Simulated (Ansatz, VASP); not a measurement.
# Two plane-wave programs on CuO

```
Cu O
1.0
     2.04253   -2.05036    0.00000
    -4.08507   -4.10072    0.00000
    -2.04253   -2.05036   -5.09226
Cu O
4 4
Cartesian
  -3.0638 -3.0755 0.0000
  -1.0213 -1.0252 0.0000
  -1.0213 -3.0755 -2.5461
  -3.0638 -5.1259 -2.5461
  -2.0425 -4.1007 -3.8192
  -4.0851 -6.1511 -3.8192
  -2.0425 -4.1007 -1.2731
  0.0000 -2.0504 -1.2731
```

Alike in both runs: task single point; functional PBEsol; k mesh 12 × 8 × 8; occupations gaussian, width 0.15 eV; no spin polarisation.

```csv
,VASP,Ansatz
version,VASP 6.6.1,Ansatz 0.2.0
potentials or method,"VASP PAW PBE potentials, release 64 (Cu, O), cutoff 520 eV","scalar-relativistic, plane waves, PAW"
valence electrons in the cell,68,100
```

Ansatz gave:

- gap on the k mesh at the Fermi level (eV): none
- pressure (GPa): 0.0
- traceless stress, the component that is largest in VASP (GPa): 0.02

Question: Estimate VASP's values.

Answer: gap on the k mesh at the Fermi level (eV): none; pressure (GPa): 0.8; traceless stress, the component that is largest in VASP (GPa): 0.32.

VASP's potentials were made for PBE, not for PBEsol. A gap of «none» marks a metal or a gap that the smearing closes. VASP's potentials hold 68 valence electrons a cell and Ansatz's 100, so a difference there can come from the potentials and not from the codes.
